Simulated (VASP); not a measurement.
Here is a VASP 6.6.1 calculation.

INCAR

```
SYSTEM = BW5
PREC = Accurate ; ENCUT = 520
EDIFF = 1E-6 ; ISMEAR = 0
SIGMA = 0.1 ; LREAL = .FALSE.
LASPH = .TRUE. ; NELM = 60
ALGO = Normal ; ISIF = 2
LWAVE = .FALSE. ; LCHARG = .FALSE.
GGA = PE ; NBANDS = 46
```

KPOINTS

```
regular mesh
0
G
  6 6 4
  0 0 0
```

The input POSCAR:

```
BW5
1.0
    4.3650489300      0.0000000000      0.0000000000
   -2.1825244600      3.7802432600      0.0000000000
    0.0000000000      0.0000000000      5.9253390400
B W
1 5
Direct
    0.0000000000      0.0000000000      0.5000000000
    0.6666666700      0.3333333300      0.7959949400
    0.0000000000      0.0000000000      0.0000000000
    0.6666666700      0.3333333300      0.2040050600
    0.3333333300      0.6666666700      0.2040050600
    0.3333333300      0.6666666700      0.7959949400
```

Potentials or basis: VASP PAW PBE potentials, release 64 (B, W_sv).

Launch:

```sh
$ cat potpaw_PBE.64/B/POTCAR potpaw_PBE.64/W_sv/POTCAR > POTCAR
$ mpirun -np 1 vasp_std > vasp.out
```

Problem. Estimate the largest force.

Solution. 3.696 eV/Å.

Problem. Estimate the pressure.

Solution. 16.4 GPa.

Problem. What does it give for the band gap on the k mesh?

Solution. Zero (an odd number of electrons rules out a gap without spin polarisation).

Forces in eV/Å, atoms in the order of the input:
```
B    0.000  0.000  0.000
W    0.000  0.000 -3.696
W    0.000  0.000  0.000
W    0.000  0.000  3.696
W    0.000  0.000  3.696
W    0.000  0.000 -3.696
```

Caveat: the cell stands under pressure; spin-orbit coupling is left out, which moves the levels of the heavy elements; forces of over 1 eV/Å act on the atoms, so gaps and moduli don't describe the material at rest.
